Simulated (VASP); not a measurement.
Input of a VASP 6.6.1 run:

File INCAR:

```
PREC = Accurate
ENCUT = 520
EDIFF = 1E-6
ISMEAR = 0
SIGMA = 0.05
LREAL = False
LASPH = True
NELM = 100
ALGO = Normal
ISIF = 2
LWAVE = False
LCHARG = True
GGA = CA
LELF = True
LVHAR = True
NBANDS = 26
```

The input KPOINTS:

```
regular mesh
0
Gamma
  8 8 6
```

POSCAR

```
ZnSe
1.0
    3.9824792113      0.0000000000      0.0000000000
    0.0000000000      3.9824792113      0.0000000000
    0.0000000000      0.0000000000      5.2561416620
Zn Se
2 2
Direct
    0.0000000000      0.0000000000      0.0000000000
    0.5000000000      0.5000000000      0.0000000000
    0.0000000000      0.5000000000      0.2797006005
    0.5000000000      0.0000000000      0.7202993995
```

Potentials or basis: VASP PAW LDA potentials, release 64 (Zn, Se).

Command:

```bash
$ cat potpaw_LDA.64/Zn/POTCAR potpaw_LDA.64/Se/POTCAR > POTCAR
$ mpirun -np 1 vasp_std > vasp.out
```

(1) What does it give for the band gap on the k mesh?

(2) Estimate the pressure.

(3) Estimate the largest force.

Answers

(1) 1.58 eV.

(2) 0.4 GPa.

(3) 0.070 eV/Å.
